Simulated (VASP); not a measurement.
Here is a VASP 6.6.1 calculation.

INCAR

```
SYSTEM = Al16HC
PREC     = Accurate       ! precision mode
ENCUT    = 520            ! plane-wave cutoff, eV
EDIFF    = 1E-7           ! SCF threshold, eV
ISMEAR   = -1             ! smearing method
SIGMA    = 0.15           ! smearing width, eV
LREAL    = Auto         
LASPH    = .True.         ! aspherical terms in the spheres
NELM     = 60             ! most SCF steps
ALGO     = Normal         ! electronic algorithm
ISIF     = 2              ! what is computed and relaxed
LWAVE    = .False.        ! write WAVECAR
LCHARG   = .True.         ! write CHGCAR
GGA      = PE             ! functional
IVDW     = 12             ! dispersion correction
LELF     = .True.         ! ELF
LVHAR    = .True.       
NBANDS   = 42             ! bands
```

The input KPOINTS:

```
Automatic mesh
0
Gamma
  4 4 1
  0 0 0
```

POSCAR

```
Al16HC
1.0
    5.7275650000      0.0000000000      0.0000000000
    0.0000000000      5.7275650000      0.0000000000
    0.0000000000      0.0000000000     18.0750000000
Al C H
16 1 1
Direct
    0.2499999564      0.2499999564      0.0553250346
    0.7500000436      0.2499999564      0.0553250346
    0.2499999564      0.7500000436      0.0553250346
    0.7500000436      0.7500000436      0.0553250346
   -0.0015252555     -0.0003444745      0.1655570124
    0.5016255599     -0.0018517468      0.1655005256
   -0.0008867643      0.5002881678      0.1671021853
    0.5000435613      0.5003721477      0.1659188382
    0.2514983243      0.2465639412      0.2690048686
    0.7494951170      0.2397694308      0.2748883541
    0.2554699947      0.7499888696      0.2743325035
    0.7507013888      0.7470305444      0.2751154633
    0.0053469494     -0.0101262928      0.3869379253
    0.5002090766     -0.0047075852      0.3913013555
    0.0221481555      0.4712809021      0.3864556570
    0.4985476376      0.4897418013      0.3855519779
    0.7666949218      0.7223413440      0.4159111480
    0.8199246975      0.6460171120      0.4713364869
```

Potentials or basis: VASP PAW PBE potentials, release 64 (Al, C, H).

Run with:

```bash
$ cat potpaw_PBE.64/Al/POTCAR potpaw_PBE.64/C/POTCAR potpaw_PBE.64/H/POTCAR > POTCAR
$ mpirun -np 1 vasp_std > vasp.out
```

(1) What does it give for the largest force?

(2) Predict the band gap on the k mesh.

(3) What does it give for the dispersion energy per atom?

Results:

(1) 0.963 eV/Å.

(2) zero (an odd number of electrons rules out a gap without spin polarisation).

(3) -0.228 eV.
